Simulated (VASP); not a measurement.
# F (C2/m) in VASP: further runs, part 2 of 2

VASP 6.6.1. The steps go on from the part before.

**5. Single point, PBE**

This run uses another cell than the first one, of 16.06 Å³/atom, 1.064 times its volume.

INCAR reads:

```
SYSTEM = F
PREC = Accurate
ENCUT = 520
EDIFF = 1E-6
ISMEAR = -1
SIGMA = 0.05
LREAL = .False.
LASPH = .True.
NELM = 100
ALGO = Normal
ISIF = 2
LWAVE = .False.
LCHARG = .True.
GGA = PE
LELF = .True.
LVHAR = .True.
NBANDS = 22
```

KPOINTS reads:

```
regular mesh
0
Gamma
  9 9 4
  0 0 0
```

POSCAR reads:

```
F
1.0
    2.7500000000     -1.6400000000      0.0000000000
    2.7500000000      1.6400000000      0.0000000000
   -1.5360119809      0.0000000000      7.1200165312
F
4
Direct
    0.4950000000      0.4950000000      0.4000000000
    0.5050000000      0.5050000000      0.6000000000
    0.9496000000      0.9496000000      0.9004000000
    0.0504000000      0.0504000000      0.0996000000
```

Potentials or basis: VASP PAW PBE potentials, release 64 (F).

Run with:

```console
cat potpaw_PBE.64/F/POTCAR > POTCAR
mpirun -np 1 vasp_std > vasp.out
```

OUTCAR:

```text
SYSTEM = F
   PREC = Accurate
   ENCUT = 520
   EDIFF = 1E-6
   ISMEAR = -1
   LREAL = .False.
   LASPH = .True.
   NELM = 100
   ISIF = 2
   GGA = PE

 ion  position               nearest neighbor table
   1  0.495  0.495  0.400-   2 1.45
   2  0.505  0.505  0.600-   1 1.45
   3  0.950  0.950  0.900-   4 1.44
   4  0.050  0.050  0.100-   3 1.44

  LATTYP: Found a base centered monoclinic cell.
 ALAT       =     5.5000000000
 B/A-ratio  =     0.5963636364
 C/A-ratio  =     1.3243300906
 COS(beta)  =    -0.2108801330

  Lattice vectors:

 A1 = (   2.7500000000,  -1.6400000000,   0.0000000000)
 A2 = (   2.7500000000,   1.6400000000,   0.0000000000)
 A3 = (  -1.5360119809,   0.0000000000,   7.1200165312)

Analysis of symmetry for initial positions (statically):
=====================================================================
 Subroutine PRICEL returns:
 Original cell was already a primitive cell.

 Routine SETGRP: Setting up the symmetry group for a
 base centered monoclinic supercell.

[... 162 lines left out ...]
  ---------------------------------------------------
  ext. energy  EPLUGINS =         0.00000000
  ---------------------------------------------------
  free energy    TOTEN  =        -7.28064769 eV

  energy without entropy =       -7.28064769  energy(sigma->0) =       -7.28064769

 E-fermi :  -3.9461     XC(G=0):  -7.6282

 val. band max:       -5.2071910643   @ k =   0.0000   0.0000   0.0000
 cond. band min:      -2.9247656878   @ k =   0.0000   0.0000   0.0000
 fundamental gap:      2.2824253765
 Fermi energy:        -3.9460794857

 k-point     1 :       0.0000    0.0000    0.0000
  band No.  band energies     occupation
      1     -29.7887      2.00000
      2     -29.6389      2.00000
      3     -24.1024      2.00000
      4     -23.7690      2.00000
      5     -11.7354      2.00000
      6     -10.8732      2.00000
[... 589 lines left out ...]
     21      11.0618      0.00000
     22      13.6101      0.00000

 [... further k-points ...]
[... 5 lines left out ...]
  --------------------------------------------------------------------------------------
  -------------------------------------------------------------------------------------
  Total        0.0719024      0.0871444     -1.3827958      0.0000000      0.0000000      0.0303867
  in kB        1.7937693      2.1740156    -34.4969807      0.0000000      0.0000000      0.7580664
  external PRESSURE =     -10.1763986 kB  Pullay stress =       0.0000000 kB

 VOLUME and BASIS-vectors are now :
 -----------------------------------------------------------------------------
  energy-cutoff  :      520.00
  volume of cell :       64.22
      direct lattice vectors                 reciprocal lattice vectors
     2.750000000 -1.640000000  0.000000000     0.181818182 -0.304878049  0.039223913
     2.750000000  1.640000000  0.000000000     0.181818182  0.304878049  0.039223913
    -1.536011981  0.000000000  7.120016531     0.000000000  0.000000000  0.140449112

 POSITION                                       TOTAL-FORCE (eV/Angst)
 -----------------------------------------------------------------------------------
      2.10810      0.00000      2.84801        -0.108196      0.000000      0.582319
      1.85589      0.00000      4.27201         0.108196      0.000000     -0.582319
      3.83977      0.00000      6.41086         0.062634      0.000000      0.410043
      0.12421      0.00000      0.70915        -0.062634      0.000000     -0.410043
 -----------------------------------------------------------------------------------
    total drift:                                0.000000     -0.000000      0.000000

  FREE ENERGIE OF THE ION-ELECTRON SYSTEM (eV)
  ---------------------------------------------------
  free  energy   TOTEN  =        -7.2806476905 eV

  energy  without entropy=       -7.2806476905  energy(sigma->0) =       -7.28064769
```

OSZICAR:

```text
N       E                     dE             d eps       ncg     rms          rms(c)
DAV:   1     0.171166525820E+03    0.17117E+03   -0.15818E+04  4188   0.119E+03
DAV:   2    -0.923935899749E+00   -0.17209E+03   -0.16656E+03  5606   0.287E+02
DAV:   3    -0.884152364723E+01   -0.79176E+01   -0.78828E+01  4960   0.587E+01
DAV:   4    -0.888971309580E+01   -0.48189E-01   -0.48188E-01  4378   0.525E+00
DAV:   5    -0.888997082229E+01   -0.25773E-03   -0.25773E-03  4852   0.370E-01    0.112E+01
DAV:   6    -0.769445387844E+01    0.11955E+01   -0.41722E-01  4204   0.651E+00    0.626E+00
DAV:   7    -0.728192718887E+01    0.41253E+00   -0.55960E-01  4180   0.703E+00    0.669E-01
DAV:   8    -0.728038141362E+01    0.15458E-02   -0.66271E-02  4612   0.183E+00    0.118E-01
DAV:   9    -0.728055834430E+01   -0.17693E-03   -0.76425E-04  4450   0.217E-01    0.600E-02
DAV:  10    -0.728064502790E+01   -0.86684E-04   -0.10868E-04  4354   0.906E-02    0.179E-02
DAV:  11    -0.728064783410E+01   -0.28062E-05   -0.95913E-06  4516   0.309E-02    0.544E-03
DAV:  12    -0.728064769053E+01    0.14357E-06   -0.27127E-06  4222   0.159E-02
   1 F= -.72806477E+01 E0= -.72806477E+01  d E =-.384245E-10
```

stdout:

```text
POSCAR found type information on POSCAR F
 POSCAR found :  1 types and       4 ions
 scaLAPACK will be used
 LDA part: xc-table for (Slater+PW92), standard interpolation
 POSCAR, INCAR and KPOINTS ok, starting setup
 FFT: planning ... GRIDC
 FFT: planning ... GRID_SOFT
 FFT: planning ... GRID
 WAVECAR not read
 entering main loop
```

Wall time 80 s (1 thread of Oxide Virtual Turin-like, shared host); peak memory 0.19 GiB.

Results:

```yaml
Free_energy: -7.2806 eV
Pressure: -1.0 GPa
Largest_force: 0.592 eV/Å
Band_gap_on_the_k_mesh: 2.28 eV, direct
```

Forces on the atoms (eV/Å):
```
F   -0.108  0.000  0.582
F    0.108  0.000 -0.582
F    0.063  0.000  0.410
F   -0.063  0.000 -0.410
```

Stress tensor (GPa, compression positive):
```
 0.18  0.00  0.08
 0.00  0.22  0.00
 0.08  0.00 -3.45
```

Levels at points of the mesh, in eV from the valence-band top:
```
           k point  band 12  band 13  band 14  band 15  band 16  band 17
(0.00, 0.00, 0.00)    -0.19    -0.08     0.00     2.28     3.37     9.17
(0.00, 0.00, 0.50)    -0.13    -0.13    -0.12     2.79     2.85     9.93
```

A k mesh can miss the band edges. PBE gaps usually lie below the measured ones, often by a third to a half.

**6. The runs side by side**

```csv
cell,gap on the mesh (eV),pressure (GPa),largest force (eV/Å)
"a = 3.137, b = 3.137, c = 7.135 Å, angles 100.4, 100.4, 61.6°, 4 atoms",2.53,1.9,0.58
"a = 3.159, b = 3.159, c = 7.185 Å, angles 100.4, 100.4, 61.6°, 4 atoms",2.44,0.8,0.23
"a = 3.180, b = 3.180, c = 7.235 Å, angles 100.4, 100.4, 61.6°, 4 atoms",2.36,-0.1,0.29
"a = 3.202, b = 3.202, c = 7.284 Å, angles 100.4, 100.4, 61.6°, 4 atoms",2.28,-1.0,0.59
```

Alike in all rows: task single point; level PBE; potentials or basis VASP PAW PBE potentials, release 64 (F); no spin polarisation; k mesh 9 × 9 × 4; cutoff (eV) 520; smearing fermi-dirac 0.05 eV.

Total energies depend on the potentials used, so only differences within one code and one set of settings carry meaning.
